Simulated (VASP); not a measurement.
# Al in VASP: notebook

Runs on Al. Level: PBE. Tasks: single point, relaxation of the atoms.

All numbers are computed with VASP 6.6.1; they aren't measurements. Logs are shortened: lines on timing, memory, paths and dates and some standing lists are left out, and cuts for length are marked.

**1. The cell of the first run**

The cell holds a slab with vacuum, 5 atoms: a = 2.857 Å, b = 4.041 Å, c = 16.500 Å, α = 90.00°, β = 90.00°, γ = 90.00°.

**2. Single point, PBE**

INCAR

```
SYSTEM = Al
  PREC = Accurate
  ENCUT = 520
  EDIFF = 1E-7
  ISMEAR = -1
  SIGMA = 0.08
  LREAL = .FALSE.
  LASPH = .TRUE.
  NELM = 60
  ALGO = Normal
  ISIF = 2
  LWAVE = .FALSE.
  LCHARG = .TRUE.
  LDIPOL = .TRUE.
  IDIPOL = 3
  DIPOL = 0.5 0.5 0.500
  GGA = PE
  LELF = .TRUE.
  LVHAR = .TRUE.
  LVACPOTAV = .TRUE.
  NBANDS = 16
```

KPOINTS

```
Automatic mesh
0
G
  13 9 1
  0 0 0
```

POSCAR

```
Al
1.0
    2.8574853682      0.0000000000      0.0000000000
    0.0000000000      4.0410945620      0.0000000000
    0.0000000000      0.0000000000     16.5004000000
Al
5
Direct
    0.0000000000      0.0000000000      0.3333254989
    0.5000000000      0.5000000000      0.4137220718
    0.0000000000      0.0000000000      0.4999999987
    0.5000000000      0.5000000000      0.5862779306
    0.0000000000      0.0000000000      0.6666745011
```

Potentials or basis: VASP PAW PBE potentials, release 64 (Al).

On the command line:

```
$ cat potpaw_PBE.64/Al/POTCAR > POTCAR
$ mpirun -np 1 vasp_std > vasp.out
```

OUTCAR:

```text
SYSTEM = Al
   PREC = Accurate
   ENCUT = 520
   EDIFF = 1E-7
   ISMEAR = -1
   LREAL = .FALSE.
   LASPH = .TRUE.
   NELM = 60
   ISIF = 2
   GGA = PE

 ion  position               nearest neighbor table
   1  0.000  0.000  0.333-   3 2.75   2 2.81   2 2.81   2 2.81   2 2.81
   2  0.500  0.500  0.414-   1 2.81   1 2.81   1 2.81   1 2.81   4 2.85   3 2.85   3 2.85   3 2.85
                             3 2.85
   3  0.000  0.000  0.500-   1 2.75   5 2.75   2 2.85   2 2.85   2 2.85   2 2.85   4 2.85   4 2.85
                             4 2.85   4 2.85
   4  0.500  0.500  0.586-   5 2.81   5 2.81   5 2.81   5 2.81   2 2.85   3 2.85   3 2.85   3 2.85
                             3 2.85
   5  0.000  0.000  0.667-   3 2.75   4 2.81   4 2.81   4 2.81   4 2.81

  LATTYP: Found a simple orthorhombic cell.
 ALAT       =     2.8574853682
 B/A-ratio  =     1.4142135624
 C/A-ratio  =     5.7744477657

  Lattice vectors:

 A1 = (   2.8574853682,   0.0000000000,   0.0000000000)
 A2 = (   0.0000000000,   4.0410945620,   0.0000000000)
 A3 = (   0.0000000000,   0.0000000000,  16.5004000000)

Analysis of symmetry for initial positions (statically):
=====================================================================
 Subroutine PRICEL returns:
 Original cell was already a primitive cell.

 Routine SETGRP: Setting up the symmetry group for a
 simple orthorhombic supercell.

 Subroutine GETGRP returns: Found  8 space group operations
 (whereof  8 operations were pure point group operations)
 out of a pool of  8 trial point group operations.

The static configuration has the point symmetry D_2h.

Analysis of symmetry for dynamics (positions and initial velocities):
=====================================================================
 Subroutine PRICEL returns:
 Original cell was already a primitive cell.

 Routine SETGRP: Setting up the symmetry group for a
 simple orthorhombic supercell.

 Subroutine GETGRP returns: Found  8 space group operations
 (whereof  8 operations were pure point group operations)
 out of a pool of  8 trial point group operations.

The dynamic configuration has the point symmetry D_2h.

 Subroutine INISYM returns: Found  8 space group operations
 (whereof  8 operations are pure point group operations),
 and found     1 'primitive' translations

----------------------------------------------------------------------------------------

                                     Primitive cell

  volume of cell :     190.5362

  direct lattice vectors                    reciprocal lattice vectors
     2.857485368  0.000000000  0.000000000     0.349958047  0.000000000  0.000000000
     0.000000000  4.041094562  0.000000000     0.000000000  0.247457708  0.000000000
     0.000000000  0.000000000 16.500400000     0.000000000  0.000000000  0.060604591

  length of vectors
     2.857485368  4.041094562 16.500400000     0.349958047  0.247457708  0.060604591

  position of ions in fractional coordinates (direct lattice)
     0.000000000  0.000000000  0.333325499
     0.500000000  0.500000000  0.413722072
     0.000000000  0.000000000  0.499999999
     0.500000000  0.500000000  0.586277931
     0.000000000  0.000000000  0.666674501

  ion indices of the primitive-cell ions
   primitive index   ion index
                 1           1
                 2           2
                 3           3
                 4           4
                 5           5

----------------------------------------------------------------------------------------

 KPOINTS: Automatic mesh

Automatic generation of k-mesh.
 Grid dimensions read from file:
 generate k-points for:   13    9    1

 Generating k-lattice:

  Cartesian coordinates                     Fractional coordinates (reciprocal lattice)
     0.026919850  0.000000000  0.000000000     0.076923077  0.000000000  0.000000000
     0.000000000  0.027495301  0.000000000     0.000000000  0.111111111  0.000000000
     0.000000000  0.000000000  0.060604591     0.000000000  0.000000000  1.000000000

  Length of vectors
     0.026919850  0.027495301  0.060604591

  Shift w.r.t. Gamma in fractional coordinates (k-lattice)
     0.000000000  0.000000000  0.000000000

 Subroutine IBZKPT returns following result:
 ===========================================

 Found     35 irreducible k-points:

 Following reciprocal coordinates:
            Coordinates               Weight
  0.000000  0.000000  0.000000      1.000000
  0.076923  0.000000  0.000000      2.000000
  0.153846  0.000000  0.000000      2.000000
  0.230769  0.000000  0.000000      2.000000
  0.307692  0.000000  0.000000      2.000000
  0.384615  0.000000  0.000000      2.000000
[... 16 lines left out ...]
  0.076923  0.333333  0.000000      4.000000
  0.153846  0.333333  0.000000      4.000000
 [... further k-points ...]
   k-points           NKPTS =     35   k-points in BZ     NKDIM =     35   number of bands    NBANDS=     16
   number of dos      NEDOS =    301   number of ions     NIONS =      5
   total plane-waves  NPLWV =  90720
   dimension x,y,z NGX =    24 NGY =   30 NGZ =  126
   dimension x,y,z NGXF=    48 NGYF=   60 NGZF=  252
   ions per type =               5
   NGX,Y,Z   is equivalent  to a cutoff of  13.96, 12.34, 12.69 a.u.
   NGXF,Y,Z  is equivalent  to a cutoff of  27.93, 24.68, 25.39 a.u.
 SYSTEM =  Al
   PREC   = accura    normal or accurate (medium, high low for compatibility)
   ISTART =      0    job   : 0-new  1-cont  2-samecut
   ICHARG =      2    charge: 1-file 2-atom 10-const
   ISPIN  =      1    spin polarized calculation?
   LNONCOLLINEAR =      F non collinear calculations
   LSORBIT =      F    spin-orbit coupling
   LASPH  =      T    aspherical Exc in radial PAW
   ENCUT  =  520.0 eV  38.22 Ry    6.18 a.u.   5.31  7.51 30.68*2*pi/ulx,y,z
   NELM   =     60;   NELMIN=  2; NELMDL= -5     # of ELM steps
   EDIFF  = 0.1E-06   stopping-criterion for ELM
   LREAL  =      F    real-space projection
   EDIFFG = 0.1E-05   stopping-criterion for IOM
   NSW    =      0    number of steps for IOM
   IBRION =     -1    ionic relax: 0-MD 1-quasi-New 2-CG
   NFREE  =      0    steps in history (QN), initial steepest desc. (CG)
   ISIF   =      2    stress and relaxation
   ISYM   =      2    0-nonsym 1-usesym 2-fastsym
   POTIM  = 0.5000    time-step for ionic-motion
   TEBEG  =    0.0;   TEEND  =   0.0 temperature during run
   PSTRESS=    0.0 pullay stress
   NELECT =      15.0000    total number of electrons
   NUPDOWN=      -1.0000    fix difference up-down
   EMIN   =  10.00;   EMAX   =-10.00  energy-range for DOS
   EFERMI =   0.00;   METHOD = LEGACY
   ISMEAR =    -1;   SIGMA  =   0.08  broadening in eV -4-tet -1-fermi 0-gaus
   EFERMI_NEDOS =   21; number of points for ismear=-14 and -15
   IALGO  =     38    algorithm
   IMIX   =      4    mixing-type and parameters
     AMIX     =   0.40;   BMIX     =  1.00
     AMIX_MAG =   1.60;   BMIX_MAG =  1.00
  volume/ion in A,a.u.               =      38.11       257.16
  Fermi-wavevector in a.u.,A,eV,Ry     =   0.701637  1.325902  6.698081  0.492295
  Thomas-Fermi vector in A             =   1.786119
   LORBIT       =      0    0 simple, 1 ext, 2 COOP (PROOUT), +10 PAW based schemes
   GGA     = PE    functional components
   LHFCALC =     F    Hartree Fock is set to
   AEXX    =    0.0000 exact exchange contribution
   IVDW    =     0    specifies the selected vdW correction
   LEPSILON=     F    determine dielectric tensor
   LRPA    =     F    only Hartree local field effects (RPA)
 non-spin polarized calculation
  energy-cutoff  :      520.00
  volume of cell :      190.54
 maximum number of plane-waves:      5161
 NGX is ok and might be reduce to    24
   NGX = 11   NGY = 15   NGZ = 61

 number of electron      15.0000000 magnetization

 dipolmoment           0.000000      0.000000     -0.000000 electrons x Angstroem

 Free energy of the ion-electron system (eV)
  ---------------------------------------------------
  ext. energy  EPLUGINS =         0.00000000
  ---------------------------------------------------
  free energy    TOTEN  =       -17.36053939 eV

  energy without entropy =      -17.32453582  energy(sigma->0) =      -17.34253761

 E-fermi :   1.3200     XC(G=0):  -5.5851

 val. band max:        1.2869015289   @ k =   0.3077   0.2222   0.0000
 cond. band min:       1.4213188827   @ k =   0.4615   0.3333   0.0000
 fundamental gap:      0.1344173537
 Fermi energy:         1.3199698499

 k-point     1 :       0.0000    0.0000    0.0000
  band No.  band energies     occupation
      1      -9.3904      2.00000
      2      -7.6555      2.00000
      3      -4.9284      2.00000
      4      -2.0531      2.00000
      5      -1.2371      2.00000
      6       0.1946      2.00000
[... 8 lines left out ...]
     15       6.3869      0.00000
     16       6.9567      0.00000

 k-point     2 :       0.0769    0.0000    0.0000
  band No.  band energies     occupation
      1      -9.2835      2.00000
      2      -7.5495      2.00000
      3      -4.8235      2.00000
      4      -1.9512      2.00000
      5      -1.1391      2.00000
      6       0.2955      1.99999
[... 8 lines left out ...]
     15       6.3321      0.00000
     16       6.4757      0.00000

 k-point     3 :       0.1538    0.0000    0.0000
  band No.  band energies     occupation
      1      -8.9633      2.00000
      2      -7.2321      2.00000
      3      -4.5097      2.00000
      4      -1.6472      2.00000
      5      -0.8449      2.00000
      6       0.5851      1.99980
[... 8 lines left out ...]
     15       5.5339      0.00000
     16       6.6271      0.00000

 k-point     4 :       0.2308    0.0000    0.0000
  band No.  band energies     occupation
      1      -8.4314      2.00000
      2      -6.7051      2.00000
      3      -3.9894      2.00000
      4      -1.1505      2.00000
      5      -0.3543      2.00000
      6       0.6045      1.99974
[... 8 lines left out ...]
     15       5.6840      0.00000
     16       6.4371      0.00000

 k-point     5 :       0.3077    0.0000    0.0000
  band No.  band energies     occupation
      1      -7.6902      2.00000
      2      -5.9717      2.00000
      3      -3.2690      2.00000
      4      -1.0173      2.00000
      5      -0.5317      2.00000
      6       0.3332      1.99999
[... 8 lines left out ...]
     15       6.3161      0.00000
     16       6.3534      0.00000

 k-point     6 :       0.3846    0.0000    0.0000
  band No.  band energies     occupation
      1      -6.7436      2.00000
      2      -5.0380      2.00000
      3      -2.7617      2.00000
      4      -2.2941      2.00000
      5      -1.0951      2.00000
      6       0.6355      1.99962
[... 8 lines left out ...]
     15       5.5634      0.00000
     16       6.2914      0.00000
[... 267 lines left out ...]
 k-point    21 :       0.4615    0.2222    0.0000
  band No.  band energies     occupation
      1      -5.1665      2.00000
      2      -3.8223      2.00000
      3      -3.5075      2.00000
      4      -2.1180      2.00000
      5      -0.9420      2.00000
      6      -0.2789      2.00000
[... 8 lines left out ...]
     15       5.6246      0.00000
     16       6.7518      0.00000

 k-point    22 :       0.0000    0.3333    0.0000
  band No.  band energies     occupation
      1      -8.3950      2.00000
      2      -6.6907      2.00000
      3      -5.4536      2.00000
      4      -3.9625      2.00000
      5      -3.7069      2.00000
      6      -1.1851      2.00000
[... 8 lines left out ...]
     15       7.7716      0.00000
     16       7.9100      0.00000

 k-point    23 :       0.0769    0.3333    0.0000
  band No.  band energies     occupation
      1      -8.2889      2.00000
      2      -6.5855      2.00000
      3      -5.3497      2.00000
      4      -3.8579      2.00000
      5      -3.6036      2.00000
      6      -1.0847      2.00000
[... 8 lines left out ...]
     15       7.3832      0.00000
     16       7.5927      0.00000

 k-point    24 :       0.1538    0.3333    0.0000
  band No.  band energies     occupation
      1      -7.9710      2.00000
      2      -6.2704      2.00000
      3      -5.0386      2.00000
      4      -3.5451      2.00000
      5      -3.2947      2.00000
      6      -0.7848      2.00000
[... 8 lines left out ...]
     15       6.5145      0.00000
     16       6.8383      0.00000

 [... further k-points ...]
[... 5 lines left out ...]
  --------------------------------------------------------------------------------------
  -------------------------------------------------------------------------------------
  Total       -1.1735481     -0.2728345     -0.0210870     -0.0000000      0.0000000      0.0000000
  in kB       -9.8681098     -2.2942062     -0.1773158     -0.0000000      0.0000000      0.0000000
  external PRESSURE =      -4.1132106 kB  Pullay stress =       0.0000000 kB

 VOLUME and BASIS-vectors are now :
 -----------------------------------------------------------------------------
  energy-cutoff  :      520.00
  volume of cell :      190.54
      direct lattice vectors                 reciprocal lattice vectors
     2.857485368  0.000000000  0.000000000     0.349958047  0.000000000  0.000000000
     0.000000000  4.041094562  0.000000000     0.000000000  0.247457708  0.000000000
     0.000000000  0.000000000 16.500400000     0.000000000  0.000000000  0.060604591

 POSITION                                       TOTAL-FORCE (eV/Angst)
 -----------------------------------------------------------------------------------
      0.00000      0.00000      5.50000         0.000000     -0.000000      0.002234
      1.42874      2.02055      6.82658        -0.000000      0.000000      0.000958
      0.00000      0.00000      8.25020         0.000000      0.000000      0.000000
      1.42874      2.02055      9.67382         0.000000      0.000000     -0.000958
      0.00000      0.00000     11.00040         0.000000      0.000000     -0.002234
 -----------------------------------------------------------------------------------
    total drift:                               -0.000000      0.000000     -0.000002

  FREE ENERGIE OF THE ION-ELECTRON SYSTEM (eV)
  ---------------------------------------------------
  free  energy   TOTEN  =       -17.3605393929 eV

  energy  without entropy=      -17.3245358191  energy(sigma->0) =      -17.34253761

 vacuum level on the upper side and lower side of the slab         5.265         5.265
```

Run time: 59 s. Hardware: 1 thread of Intel Xeon 6975P-C (Granite Rapids), shared host; peak memory 0.3 GiB.

What came out:

| Quantity | Value |
| --- | --- |
| Free energy | -17.3605 eV |
| Band gap on the k mesh | zero (an odd number of electrons rules out a gap without spin polarisation) |

Forces in eV/Å, atoms in the order of the input:
```
Al   0.000  0.000  0.002
Al   0.000  0.000  0.001
Al   0.000  0.000  0.000
Al   0.000  0.000 -0.001
Al   0.000  0.000 -0.002
```

Levels at points of the mesh, in eV from the Fermi level:
| k point | band 3 | band 4 | band 5 | band 6 | band 7 | band 8 | band 9 | band 10 | band 11 | band 12 |
| --- | --- | --- | --- | --- | --- | --- | --- | --- | --- | --- |
| (0.00, 0.00, 0.00) | -6.25 | -3.37 | -2.56 | -1.13 | -0.96 | -0.66 | 0.64 | 1.75 | 2.22 | 3.24 |

**3. Single point, PBE**

This run uses another cell than the first one.

INCAR

```
SYSTEM = Al
ALGO = Normal
DIPOL = 0.5 0.5 0.500
EDIFF = 1E-7
ENCUT = 520
GGA = PE
IDIPOL = 3
ISIF = 2
ISMEAR = -1
LASPH = .True.
LCHARG = .True.
LDIPOL = .True.
LELF = .True.
LREAL = .False.
LVACPOTAV = .True.
LVHAR = .True.
LWAVE = .False.
NBANDS = 16
NELM = 80
PREC = Accurate
SIGMA = 0.08
```

KPOINTS

```
k-points
0
Gamma
  13 9 1
  0 0 0
```

POSCAR

```
Al
1.0
    2.8574853682      0.0000000000      0.0000000000
    0.0000000000      4.0410945620      0.0000000000
    0.0000000000      0.0000000000     21.7150000000
Al
5
Direct
    0.0000000000      0.0000000000      0.3684096079
    0.5000000000      0.5000000000      0.4342048037
    0.0000000000      0.0000000000      0.5000000000
    0.5000000000      0.5000000000      0.5657951963
    0.0000000000      0.0000000000      0.6315903921
```

Potentials or basis: VASP PAW PBE potentials, release 64 (Al).

On the command line:

```
$ cat potpaw_PBE.64/Al/POTCAR > POTCAR
$ mpirun -np 1 vasp_std > vasp.out
```

Run time: 1.7 min. Hardware: 1 thread of Intel Xeon 6975P-C (Granite Rapids), shared host; peak memory 0.36 GiB.

The run converged. Its results:

- Free energy: -17.3240 eV
- Largest force: 0.310 eV/Å
- Band gap on the k mesh: zero (an odd number of electrons rules out a gap without spin polarisation)

Forces in eV/Å, atoms in the order of the input:
```
Al   0.000  0.000  0.310
Al   0.000  0.000 -0.111
Al   0.000  0.000  0.000
Al   0.000  0.000  0.111
Al   0.000  0.000 -0.310
```

Levels at points of the mesh, in eV from the Fermi level:
```tsv
k point	band 4	band 5	band 6	band 7	band 8	band 9	band 10	band 11
(0.00, 0.00, 0.00)	-3.56	-2.44	-1.07	-0.87	-0.80	0.75	1.68	1.89
```

**4. Single point, PBE**

This run uses another cell than the first one.

INCAR

```
ALGO = Normal
DIPOL = 0.5 0.5 0.500
EDIFF = 1E-6
ENCUT = 520
GGA = PE
IDIPOL = 3
ISIF = 2
ISMEAR = -1
LASPH = True
LCHARG = True
LDIPOL = True
LELF = True
LREAL = False
LVACPOTAV = True
LVHAR = True
LWAVE = False
NBANDS = 16
NELM = 80
PREC = Accurate
SIGMA = 0.08
```

KPOINTS

```
k-points
0
Gamma
  13 9 1
```

POSCAR

```
Al
1.0
    2.8574853682      0.0000000000      0.0000000000
    0.0000000000      4.0410945620      0.0000000000
    0.0000000000      0.0000000000     21.7150000000
Al
5
Direct
    0.0000000000      0.0000000000      0.3733504057
    0.5000000000      0.5000000000      0.4344406940
    0.0000000000      0.0000000000      0.4999999988
    0.5000000000      0.5000000000      0.5655593075
    0.0000000000      0.0000000000      0.6266495940
```

On the command line:

```
$ cat potpaw_PBE.64/Al/POTCAR > POTCAR
$ mpirun -np 1 vasp_std > vasp.out
```

Run time: 88 s. Hardware: 1 thread of Intel Xeon 6975P-C (Granite Rapids), shared host; peak memory 0.37 GiB.

Results (log left out):

```
Free energy            : -17.3606 eV
Band gap on the k mesh : zero (an odd number of electrons rules out a gap without spin polarisation)
```

Forces in eV/Å, atoms in the order of the input:
```
Al   0.000  0.000  0.002
Al   0.000  0.000  0.001
Al   0.000  0.000  0.000
Al   0.000  0.000 -0.001
Al   0.000  0.000 -0.002
```

Levels at points of the mesh, in eV from the Fermi level:
| k point | band 5 | band 6 | band 7 | band 8 | band 9 | band 10 |
| --- | --- | --- | --- | --- | --- | --- |
| (0.00, 0.00, 0.00) | -2.56 | -1.13 | -0.96 | -0.66 | 0.64 | 1.75 |

[end of part 1 of 2]
